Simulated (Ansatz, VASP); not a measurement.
**Two plane-wave programs on AlN**

```
Al N
1.0
     3.22115    0.00000    0.00000
    -1.61058    2.78960    0.00000
     0.00000    0.00000    4.03221
Al N
2 2
Direct
  0.33333 0.66667 0.77734
  0.66667 0.33333 0.27734
  0.33333 0.66667 0.19733
  0.66667 0.33333 0.69733
```

Change from the starting cell: mode 4 frozen in at -0.216 Å, equal normal strain along x, y and z -0.0167.

Alike in both runs: task single point; functional LDA; k mesh 9 × 9 × 6; occupations gaussian, width 0.05 eV; no spin polarisation.

|  | VASP | Ansatz |
| --- | --- | --- |
| version | VASP 6.6.1 | Ansatz 0.2.0 |
| potentials or method | VASP PAW LDA potentials, release 64 (Al, N), cutoff 520 eV | scalar-relativistic, plane waves, PAW |
| valence electrons in the cell | 16 | 16 |

```tsv
	VASP	Ansatz	Ansatz less VASP
gap on the k mesh at the Fermi level (eV)	4.40	4.40	-0.001
least direct gap on the mesh (eV)	4.40	4.40	-0.001
pressure (GPa)	28.7	27.6	-1.14
traceless stress, the component that is largest in VASP (GPa)	46.37	45.58	-0.790
rms of the force components (eV/Å)	2.217	2.160	-0.0571
```

Ansatz warns that its potentials were made for another functional, while VASP's fit it. LDA's correlation is that of Perdew and Zunger in VASP and of Perdew and Wang (1992) in Ansatz. Atom by atom the forces differ by 0.057 eV/Å (rms over components).
